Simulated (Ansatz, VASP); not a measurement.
## Two plane-wave programs on Se

```
Se
1.0
     3.94694    0.00000    0.00000
    -1.97347    3.41815    0.00000
     0.00000    0.00000    5.11898
Se
3
Direct
  0.25537 0.00000 0.33333
  0.00000 0.25537 0.66667
  0.74463 0.74463 0.00000
```

Alike in both runs: functional LDA; k mesh 15 × 15 × 10; occupations gaussian, width 0.01 eV; no spin polarisation.

Ansatz relaxed the structure, and its values are those at the end. VASP's run is a single point on that final structure, the one shown.

|  | VASP | Ansatz |
| --- | --- | --- |
| version | VASP 6.6.1 | Ansatz 0.2.0 |
| potentials or method | VASP PAW LDA potentials, release 64 (Se), cutoff 520 eV | scalar-relativistic, plane waves, PAW |
| valence electrons in the cell | 18 | 48 |

|  | VASP | Ansatz | Ansatz less VASP |
| --- | --- | --- | --- |
| gap on the k mesh at the Fermi level (eV) | 0.28 | 0.29 | +0.009 |
| least direct gap on the mesh (eV) | 0.28 | 0.29 | +0.009 |
| pressure (GPa) | 0.2 | 0.0 | -0.25 |
| rms of the force components (eV/Å) | 0.022 | 0.000 | -0.0213 |

Ansatz warns that its potentials were made for another functional, while VASP's fit it. LDA's correlation is that of Perdew and Zunger in VASP and of Perdew and Wang (1992) in Ansatz. VASP's potentials hold 18 valence electrons a cell and Ansatz's 48, so a difference there can come from the potentials and not from the codes.
